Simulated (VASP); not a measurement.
**AsI: single point with PBE**

Crystal: AsI.

```
As I
1.0
     3.73209    0.00000    0.00000
     0.00000    3.73209    0.00000
     0.00000    0.00000    3.73209
As I
1 1
Direct
  0.00000 0.00000 0.00000
  0.50000 0.50000 0.50000
```

| Quantity | Value |
| --- | --- |
| Program | VASP 6.6.1 |
| Task | single point |
| Functional | PBE |
| Potentials or basis | VASP PAW PBE potentials, release 64 (As, I) |
| Cutoff | 520 eV |
| k mesh | 16 × 16 × 16 |
| Occupations | gaussian, width 0.1 eV |
| Spin | no spin polarisation |
| Dipole correction | no |
| Further INCAR settings | ALGO = Normal; EDIFF = 1e-07; NBANDS = 13 |

- Pressure: 0.0 GPa
- Band gap on the k mesh: zero (band 6 reaches 9.03 eV, above the bottom of band 7 at 3.72 eV)

Levels at points of the mesh, in eV from the Fermi level:
| k point | band 4 | band 5 | band 6 | band 7 | band 8 | band 9 |
| --- | --- | --- | --- | --- | --- | --- |
| (0.00, 0.00, 0.00) | -3.35 | -3.35 | 2.55 | 2.55 | 2.55 | 3.24 |
| (0.50, 0.00, 0.00) | -1.87 | -1.87 | -1.60 | -0.02 | -0.02 | 5.46 |
| (0.50, 0.50, 0.00) | -6.24 | -1.30 | 0.68 | 1.71 | 1.71 | 5.58 |
| (0.50, 0.50, 0.50) | -4.42 | -4.42 | -2.76 | -2.76 | -2.76 | 12.60 |

Wall time 48 s on 1 thread of Intel(R) Xeon(R) Platinum 8259CL CPU @ 2.50GHz (Skylake/Cascade Lake), on a shared host, peak memory 0.25 GiB.

Caveat: spin-orbit coupling is left out, which moves the levels of the heavy elements.
